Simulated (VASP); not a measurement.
# Sc (I4/mmm) in VASP: a series of runs

The runs below take Sc through single point, with PBEsol.

Everything below comes from runs of VASP 6.6.1. Logs are shortened: lines on timing, memory, paths and dates and some standing lists are left out, and cuts for length are marked.

## (1) The cell of the first run

Symmetry: I4/mmm, No. 139, tetragonal system. The conventional cell has a = 3.758 Å, b = 3.758 Å, c = 4.761 Å, α = 90.00°, β = 90.00°, γ = 90.00°. Sc (site symmetry 4/mmm) has 14 Sc at 3.57 to 4.76 Å within 4.8 Å.

## (2) Single point, PBEsol

Contents of INCAR:

```
SYSTEM = Sc
PREC = Accurate
ENCUT = 520
EDIFF = 1E-6
ISMEAR = 1
SIGMA = 0.15
LREAL = .False.
LASPH = .True.
NELM = 80
ALGO = Normal
ISIF = 2
LWAVE = .False.
LCHARG = .True.
GGA = PS
LELF = .True.
LVHAR = .True.
NBANDS = 12
```

Contents of KPOINTS:

```
regular mesh
0
Gamma
  11 11 11
  0 0 0
```

Contents of POSCAR:

```
Sc
1.0
   -1.8790000000      1.8790000000      2.3805000000
    1.8790000000     -1.8790000000      2.3805000000
    1.8790000000      1.8790000000     -2.3805000000
Sc
1
Direct
    0.0000000000      0.0000000000      0.0000000000
```

Potentials or basis: VASP PAW PBE potentials, release 64 (Sc_sv).

Started as:

```bash
$ cat potpaw_PBE.64/Sc_sv/POTCAR > POTCAR
$ mpirun -np 1 vasp_std > vasp.out
```

OUTCAR:

```text
SYSTEM = Sc
   PREC = Accurate
   ENCUT = 520
   EDIFF = 1E-6
   ISMEAR = 1
   LREAL = .False.
   LASPH = .True.
   NELM = 80
   ISIF = 2
   GGA = PS

 ion  position               nearest neighbor table
   1  0.000  0.000  0.000-

  LATTYP: Found a body centered tetragonal cell.
 ALAT       =     3.7580000000
 C/A-ratio  =     1.2668972858

  Lattice vectors:

 A1 = (  -1.8790000000,   1.8790000000,   2.3805000000)
 A2 = (   1.8790000000,  -1.8790000000,   2.3805000000)
 A3 = (   1.8790000000,   1.8790000000,  -2.3805000000)

Analysis of symmetry for initial positions (statically):
=====================================================================
 Subroutine PRICEL returns:
 Original cell was already a primitive cell.

 Routine SETGRP: Setting up the symmetry group for a
 body centered tetragonal supercell.

 Subroutine GETGRP returns: Found 16 space group operations
 (whereof 16 operations were pure point group operations)
 out of a pool of 16 trial point group operations.

The static configuration has the point symmetry D_4h.

Analysis of symmetry for dynamics (positions and initial velocities):
=====================================================================
 Subroutine PRICEL returns:
 Original cell was already a primitive cell.

 Routine SETGRP: Setting up the symmetry group for a
 body centered tetragonal supercell.

 Subroutine GETGRP returns: Found 16 space group operations
 (whereof 16 operations were pure point group operations)
 out of a pool of 16 trial point group operations.

The dynamic configuration has the point symmetry D_4h.

 Subroutine INISYM returns: Found 16 space group operations
 (whereof 16 operations are pure point group operations),
 and found     1 'primitive' translations

----------------------------------------------------------------------------------------

                                     Primitive cell

  volume of cell :      33.6188

  direct lattice vectors                    reciprocal lattice vectors
    -1.879000000  1.879000000  2.380500000     0.000000000  0.266098989  0.210039908
     1.879000000 -1.879000000  2.380500000     0.266098989  0.000000000  0.210039908
     1.879000000  1.879000000 -2.380500000     0.266098989  0.266098989  0.000000000

  length of vectors
     3.567640992  3.567640992  3.567640992     0.339006541  0.339006541  0.376320799

  position of ions in fractional coordinates (direct lattice)
     0.000000000  0.000000000  0.000000000

  ion indices of the primitive-cell ions
   primitive index   ion index
                 1           1

----------------------------------------------------------------------------------------

 KPOINTS: regular mesh

Automatic generation of k-mesh.
 Grid dimensions read from file:
 generate k-points for:   11   11   11

 Generating k-lattice:

  Cartesian coordinates                     Fractional coordinates (reciprocal lattice)
     0.000000000  0.024190817  0.019094537     0.090909091  0.000000000  0.000000000
     0.024190817  0.000000000  0.019094537     0.000000000  0.090909091  0.000000000
     0.024190817  0.024190817  0.000000000     0.000000000  0.000000000  0.090909091

  Length of vectors
     0.030818776  0.030818776  0.034210982

  Shift w.r.t. Gamma in fractional coordinates (k-lattice)
     0.000000000  0.000000000  0.000000000

 Subroutine IBZKPT returns following result:
 ===========================================

 Found    126 irreducible k-points:

 Following reciprocal coordinates:
            Coordinates               Weight
  0.000000  0.000000  0.000000      1.000000
  0.090909 -0.000000  0.000000      8.000000
  0.181818 -0.000000  0.000000      8.000000
  0.272727  0.000000  0.000000      8.000000
  0.363636  0.000000 -0.000000      8.000000
  0.454545  0.000000 -0.000000      8.000000
[... 16 lines left out ...]
 -0.272727  0.181818  0.000000     16.000000
 -0.181818  0.181818  0.000000      4.000000
 [... further k-points ...]
   k-points           NKPTS =    126   k-points in BZ     NKDIM =    126   number of bands    NBANDS=     12
   number of dos      NEDOS =    301   number of ions     NIONS =      1
   total plane-waves  NPLWV =  21952
   dimension x,y,z NGX =    28 NGY =   28 NGZ =   28
   dimension x,y,z NGXF=    56 NGYF=   56 NGZF=   56
   ions per type =               1
   NGX,Y,Z   is equivalent  to a cutoff of  13.05, 13.05, 13.05 a.u.
   NGXF,Y,Z  is equivalent  to a cutoff of  26.10, 26.10, 26.10 a.u.
 SYSTEM =  Sc
   PREC   = accura    normal or accurate (medium, high low for compatibility)
   ISTART =      0    job   : 0-new  1-cont  2-samecut
   ICHARG =      2    charge: 1-file 2-atom 10-const
   ISPIN  =      1    spin polarized calculation?
   LNONCOLLINEAR =      F non collinear calculations
   LSORBIT =      F    spin-orbit coupling
   LASPH  =      T    aspherical Exc in radial PAW
   ENCUT  =  520.0 eV  38.22 Ry    6.18 a.u.   6.63  6.63  6.63*2*pi/ulx,y,z
   NELM   =     80;   NELMIN=  2; NELMDL= -5     # of ELM steps
   EDIFF  = 0.1E-05   stopping-criterion for ELM
   LREAL  =      F    real-space projection
   EDIFFG = 0.1E-04   stopping-criterion for IOM
   NSW    =      0    number of steps for IOM
   IBRION =     -1    ionic relax: 0-MD 1-quasi-New 2-CG
   NFREE  =      0    steps in history (QN), initial steepest desc. (CG)
   ISIF   =      2    stress and relaxation
   ISYM   =      2    0-nonsym 1-usesym 2-fastsym
   POTIM  = 0.5000    time-step for ionic-motion
   TEBEG  =    0.0;   TEEND  =   0.0 temperature during run
   PSTRESS=    0.0 pullay stress
   NELECT =      11.0000    total number of electrons
   NUPDOWN=      -1.0000    fix difference up-down
   EMIN   =  10.00;   EMAX   =-10.00  energy-range for DOS
   EFERMI =   0.00;   METHOD = LEGACY
   ISMEAR =     1;   SIGMA  =   0.15  broadening in eV -4-tet -1-fermi 0-gaus
   EFERMI_NEDOS =   21; number of points for ismear=-14 and -15
   IALGO  =     38    algorithm
   IMIX   =      4    mixing-type and parameters
     AMIX     =   0.40;   BMIX     =  1.00
     AMIX_MAG =   1.60;   BMIX_MAG =  1.00
  volume/ion in A,a.u.               =      33.62       226.87
  Fermi-wavevector in a.u.,A,eV,Ry     =   1.128094  2.131788 17.314709  1.272595
  Thomas-Fermi vector in A             =   2.264782
   LORBIT       =      0    0 simple, 1 ext, 2 COOP (PROOUT), +10 PAW based schemes
   GGA     = PS    functional components
   LHFCALC =     F    Hartree Fock is set to
   AEXX    =    0.0000 exact exchange contribution
   IVDW    =     0    specifies the selected vdW correction
   LEPSILON=     F    determine dielectric tensor
   LRPA    =     F    only Hartree local field effects (RPA)
 non-spin polarized calculation
 Methfessel and Paxton  Order N= 1 SIGMA  =   0.15
  energy-cutoff  :      520.00
  volume of cell :       33.62
 maximum number of plane-waves:       920
   NGX = 13   NGY = 13   NGZ = 13

 number of electron      10.9999998 magnetization

 Free energy of the ion-electron system (eV)
  ---------------------------------------------------
  ext. energy  EPLUGINS =         0.00000000
  ---------------------------------------------------
  free energy    TOTEN  =        -6.11431610 eV

  energy without entropy =       -6.11309710  energy(sigma->0) =       -6.11390977

 E-fermi :   2.0158     XC(G=0):  -8.8007

 val. band max:        2.0120498394   @ k =   0.2727   0.2727   0.0909
 cond. band min:       2.0199203668   @ k =  -0.4545   0.1818   0.0000
 fundamental gap:      0.0078705274
 Fermi energy:         2.0157797204

 k-point     1 :       0.0000    0.0000    0.0000
  band No.  band energies     occupation
      1     -48.0633      2.00000
      2     -26.6623      2.00000
      3     -26.6597      2.00000
      4     -26.6597      2.00000
      5      -2.4977      2.00000
      6       3.0196     -0.00000
      7       3.0196     -0.00000
      8       3.4625     -0.00000
      9       3.7475     -0.00000
     10       4.2206     -0.00000
     11      13.1018      0.00000
     12      14.8746      0.00000

 k-point     2 :       0.0909   -0.0000    0.0000
  band No.  band energies     occupation
      1     -48.0621      2.00000
      2     -26.6715      2.00000
      3     -26.6620      2.00000
      4     -26.6617      2.00000
      5      -2.3364      2.00000
      6       2.9799     -0.00000
      7       3.0633     -0.00000
      8       3.4546     -0.00000
      9       3.7387     -0.00000
     10       4.1804     -0.00000
     11      12.9564      0.00000
     12      13.9230      0.00000

 k-point     3 :       0.1818   -0.0000    0.0000
  band No.  band energies     occupation
      1     -48.0590      2.00000
      2     -26.6995      2.00000
      3     -26.6682      2.00000
      4     -26.6635      2.00000
      5      -1.8673      2.00000
      6       2.8002     -0.00000
      7       3.1074     -0.00000
      8       3.4907     -0.00000
      9       3.8066     -0.00000
     10       4.1140     -0.00000
     11      11.3384      0.00000
     12      13.4610      0.00000
[... 286 lines left out ...]
 k-point    23 :      -0.2727    0.1818    0.0000
  band No.  band energies     occupation
      1     -48.0552      2.00000
      2     -26.7191      2.00000
      3     -26.6833      2.00000
      4     -26.6728      2.00000
      5      -1.2138      2.00000
      6       2.4287     -0.00069
      7       3.0931     -0.00000
      8       3.6665     -0.00000
      9       3.8326     -0.00000
     10       4.3019     -0.00000
     11      11.1383      0.00000
     12      12.3433      0.00000

 k-point    24 :      -0.1818    0.1818    0.0000
  band No.  band energies     occupation
      1     -48.0582      2.00000
      2     -26.6963      2.00000
      3     -26.6781      2.00000
      4     -26.6673      2.00000
      5      -1.7232      2.00000
      6       2.6067     -0.00000
      7       3.3755     -0.00000
      8       3.4136     -0.00000
      9       3.6922     -0.00000
     10       4.2307     -0.00000
     11      12.8451      0.00000
     12      13.2264      0.00000

 [... further k-points ...]
[... 5 lines left out ...]
  --------------------------------------------------------------------------------------
  -------------------------------------------------------------------------------------
  Total       -2.3653728     -2.3653728     -2.0108565      0.0000000      0.0000000      0.0000000
  in kB     -112.7271263   -112.7271263    -95.8318608      0.0000000      0.0000000      0.0000000
  external PRESSURE =    -107.0953711 kB  Pullay stress =       0.0000000 kB

 VOLUME and BASIS-vectors are now :
 -----------------------------------------------------------------------------
  energy-cutoff  :      520.00
  volume of cell :       33.62
      direct lattice vectors                 reciprocal lattice vectors
    -1.879000000  1.879000000  2.380500000     0.000000000  0.266098989  0.210039908
     1.879000000 -1.879000000  2.380500000     0.266098989  0.000000000  0.210039908
     1.879000000  1.879000000 -2.380500000     0.266098989  0.266098989  0.000000000

 POSITION                                       TOTAL-FORCE (eV/Angst)
 -----------------------------------------------------------------------------------
      0.00000      0.00000      0.00000         0.000000      0.000000      0.000000
 -----------------------------------------------------------------------------------
    total drift:                                0.000000     -0.000000     -0.000000

  FREE ENERGIE OF THE ION-ELECTRON SYSTEM (eV)
  ---------------------------------------------------
  free  energy   TOTEN  =        -6.1143160983 eV

  energy  without entropy=       -6.1130971042  energy(sigma->0) =       -6.11390977
```

Wall time 27 s (1 thread of Intel Xeon Platinum 8488C (Sapphire Rapids), shared host); peak memory 0.18 GiB.

What came out:

```
Free energy            : -6.1143 eV
Pressure               : -10.7 GPa
Band gap on the k mesh : zero (an odd number of electrons rules out a gap without spin polarisation)
```

Levels at points of the mesh, in eV from the Fermi level:
| k point | band 2 | band 3 | band 4 | band 5 | band 6 | band 7 | band 8 | band 9 |
| --- | --- | --- | --- | --- | --- | --- | --- | --- |
| (0.00, 0.00, 0.00) | -28.68 | -28.68 | -28.68 | -4.51 | 1.00 | 1.00 | 1.45 | 1.73 |

Caveat: the cell stands under tension; the PAW data sets were made with another functional, which shifts forces and pressure a little.

## (3) Single point, PBEsol

This run uses another cell than the first one, of 34.29 Å³/atom.

Contents of INCAR:

```
  PREC = Accurate
  ENCUT = 520
  EDIFF = 1E-6
  ISMEAR = 1
  SIGMA = 0.15
  LREAL = F
  LASPH = T
  NELM = 100
  ALGO = Normal
  ISIF = 2
  LWAVE = F
  LCHARG = F
  GGA = PS
  NBANDS = 12
```

Contents of KPOINTS:

```
regular mesh
0
Gamma
  11 11 11
```

Contents of POSCAR:

```
Sc
1.0
   -1.8914440713      1.8914440713      2.3962653601
    1.8914440713     -1.8914440713      2.3962653601
    1.8914440713      1.8914440713     -2.3962653601
Sc
1
Direct
    0.0000000000      0.0000000000      0.0000000000
```

Potentials or basis: VASP PAW PBE potentials, release 64 (Sc_sv).

Started as:

```bash
$ cat potpaw_PBE.64/Sc_sv/POTCAR > POTCAR
$ mpirun -np 1 vasp_std > vasp.out
```

Wall time 26 s (1 thread of Intel Xeon Platinum 8488C (Sapphire Rapids), shared host); peak memory 0.18 GiB.

Results (log left out):

```
Free energy            : -6.0691 eV
Pressure               : -10.9 GPa
Band gap on the k mesh : zero (an odd number of electrons rules out a gap without spin polarisation)
```

Stress tensor (GPa, compression positive):
```
-11.47   0.00   0.00
  0.00 -11.47   0.00
  0.00   0.00  -9.82
```

Levels at points of the mesh, in eV from the Fermi level:
```
           k point  band 1  band 2  band 3  band 4  band 5  band 6  band 7  band 8  band 9  band 10
(0.00, 0.00, 0.00)  -50.13  -28.73  -28.73  -28.73   -4.47    0.98    0.98    1.41    1.69     2.15
```

Caveat: the cell stands under tension; the PAW data sets were made with another functional, which shifts forces and pressure a little.

## (4) Single point, PBEsol

This run uses another cell than the first one, of 34.96 Å³/atom.

Contents of INCAR:

```
SYSTEM = Sc
ALGO = Normal
EDIFF = 1E-6
ENCUT = 520
GGA = PS
ISIF = 2
ISMEAR = 1
LASPH = .True.
LCHARG = .False.
LREAL = .False.
LWAVE = .False.
NBANDS = 12
NELM = 60
PREC = Accurate
SIGMA = 0.15
```

Contents of KPOINTS:

```
k-points
0
Gamma
  11 11 11
  0 0 0
```

Contents of POSCAR:

```
Sc
1.0
   -1.9037265198      1.9037265198      2.4118259608
    1.9037265198     -1.9037265198      2.4118259608
    1.9037265198      1.9037265198     -2.4118259608
Sc
1
Direct
    0.0000000000      0.0000000000      0.0000000000
```

Started as:

```bash
$ cat potpaw_PBE.64/Sc_sv/POTCAR > POTCAR
$ mpirun -np 1 vasp_std > vasp.out
```

Run time: 27 s. Hardware: 1 thread of Intel Xeon Platinum 8488C (Sapphire Rapids), shared host; peak memory 0.18 GiB.

Results (log left out):

```yaml
Free_energy: -6.0232 eV
Pressure: -11.1 GPa
Band_gap_on_the_k_mesh: zero (an odd number of electrons rules out a gap without spin polarisation)
```

Stress tensor (GPa, compression positive):
```
-11.63   0.00   0.00
  0.00 -11.63   0.00
  0.00   0.00 -10.03
```

Levels at points of the mesh, in eV from the Fermi level:
| k point | band 3 | band 4 | band 5 | band 6 | band 7 | band 8 |
| --- | --- | --- | --- | --- | --- | --- |
| (0.00, 0.00, 0.00) | -28.78 | -28.78 | -4.42 | 0.95 | 0.95 | 1.38 |

Caveat: the cell stands under tension; the PAW data sets were made with another functional, which shifts forces and pressure a little.

## (5) Single point, PBEsol

This run uses another cell than the first one, of 35.64 Å³/atom.

Contents of INCAR:

```
SYSTEM = Sc
  ALGO = Normal
  EDIFF = 1E-6
  ENCUT = 520
  GGA = PS
  ISIF = 2
  ISMEAR = 1
  LASPH = .True.
  LCHARG = .False.
  LREAL = .False.
  LWAVE = .False.
  NBANDS = 12
  NELM = 100
  PREC = Accurate
  SIGMA = 0.15
```

KPOINTS is that of step 4.

Contents of POSCAR:

```
Sc
1.0
   -1.9158524933      1.9158524933      2.4271883238
    1.9158524933     -1.9158524933      2.4271883238
    1.9158524933      1.9158524933     -2.4271883238
Sc
1
Direct
    0.0000000000      0.0000000000      0.0000000000
```

Started as:

```bash
$ cat potpaw_PBE.64/Sc_sv/POTCAR > POTCAR
$ mpirun -np 1 vasp_std > vasp.out
```

Wall time 27 s (1 thread of Intel Xeon Platinum 8488C (Sapphire Rapids), shared host); peak memory 0.18 GiB.

Results (log left out):

* Free energy: -5.9765 eV
* Pressure: -11.2 GPa
* Band gap on the k mesh: zero (an odd number of electrons rules out a gap without spin polarisation)

Stress tensor (GPa, compression positive):
```
-11.77   0.00   0.00
  0.00 -11.77   0.00
  0.00   0.00 -10.20
```

Levels at points of the mesh, in eV from the Fermi level:
```
           k point  band 3  band 4  band 5  band 6  band 7  band 8
(0.00, 0.00, 0.00)  -28.83  -28.83   -4.38    0.93    0.93    1.34
```

Caveat: the cell stands under tension; the PAW data sets were made with another functional, which shifts forces and pressure a little.

## (6) The runs side by side

| cell | gap on the mesh (eV) | pressure (GPa) |
| --- | --- | --- |
| a = 3.568 Å, angles 116.4, 116.4, 96.3°, 1 atom | none | -10.7 |
| a = 3.591 Å, angles 116.4, 116.4, 96.3°, 1 atom | none | -10.9 |
| a = 3.615 Å, angles 116.4, 116.4, 96.3°, 1 atom | none | -11.1 |
| a = 3.638 Å, angles 116.4, 116.4, 96.3°, 1 atom | none | -11.2 |

Alike in all rows: task single point; level PBEsol; potentials or basis VASP PAW PBE potentials, release 64 (Sc_sv); no spin polarisation; k mesh 11 × 11 × 11; cutoff (eV) 520; smearing methfessel-paxton 0.15 eV.

Caveats: the cell stands under tension; the PAW data sets were made with another functional, which shifts forces and pressure a little.

Absolute energies hang on the potentials; compare differences alone.
